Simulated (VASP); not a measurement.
Write the native input for VASP 6.6.1 that does the following.

```yaml
Task: single point
Functional: LDA
Potentials_or_basis: VASP PAW LDA potentials, release 64 (Be)
Cutoff: 520 eV
k_mesh: 16 × 16 × 9
Occupations: methfessel-paxton, width 0.6 eV
Spin: no spin polarisation
Dipole_correction: no
Further_INCAR_settings: ALGO = Normal; EDIFF = 1e-06; NBANDS = 9
```

The structure of Be lies in POSCAR:

```
Be
1.0
    2.2295160349      0.0000000000      0.0000000000
   -1.1147580175      1.9308175243      0.0000000000
    0.0000000000      0.0000000000      3.5083258361
Be
2
Direct
    0.3333333333      0.6666666667      0.2500000000
    0.6666666667      0.3333333333      0.7500000000
```

One way to write it, as run:

INCAR

```
SYSTEM = Be
PREC = Accurate
ENCUT = 520
EDIFF = 1E-6
ISMEAR = 1
SIGMA = 0.6
LREAL = .False.
LASPH = .True.
NELM = 80
ALGO = Normal
ISIF = 2
LWAVE = .False.
LCHARG = .False.
NBANDS = 9
```

KPOINTS

```
regular mesh
0
Gamma
  16 16 9
  0 0 0
```

Potentials or basis: VASP PAW LDA potentials, release 64 (Be).

Command:

```console
$ cat potpaw_LDA.64/Be/POTCAR > POTCAR
$ mpirun -np 1 vasp_std > vasp.out
```

Results of the run:

- Pressure: 0.4 GPa
- Band gap on the k mesh: zero (band 2 reaches 8.05 eV, above the bottom of band 3 at 6.47 eV)

Run time: 12 s on 1 thread of Intel(R) Xeon(R) Platinum 8259CL CPU @ 2.50GHz (Skylake/Cascade Lake), on a shared host, peak memory 0.12 GiB.
